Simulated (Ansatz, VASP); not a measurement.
Two plane-wave programs on ZrS

```
CELL_PARAMETERS angstrom
0.00000 2.33873 3.30696
2.33873 0.00000 3.30696
2.33873 2.33873 0.00000
ATOMIC_POSITIONS crystal
Zr 0.00000 0.00000 0.00000
S 0.50000 0.50000 0.50000
```

Alike in both runs: task single point; functional PBEsol; k mesh 18 × 18 × 18; occupations gaussian, width 0.15 eV; no spin polarisation.

|  | VASP | Ansatz |
| --- | --- | --- |
| version | VASP 6.6.1 | Ansatz 0.2.0 |
| potentials or method | VASP PAW PBE potentials, release 64 (Zr_sv, S), cutoff 520 eV | scalar-relativistic, plane waves, PAW |
| valence electrons in the cell | 18 | 18 |

VASP gave:

| Item | Value |
| --- | --- |
| gap on the k mesh at the Fermi level (eV) | none |
| pressure (GPa) | 26.7 |
| traceless stress, the component that is largest in VASP (GPa) | -39.63 |

Estimate Ansatz's values.

gap on the k mesh at the Fermi level (eV): none; pressure (GPa): 26.5; traceless stress, the component that is largest in VASP (GPa): -39.44.

VASP's potentials were made for PBE, not for PBEsol. A gap of «none» marks a metal or a gap that the smearing closes. With one functional, cell and mesh, what is left measures potentials, basis and numerics.
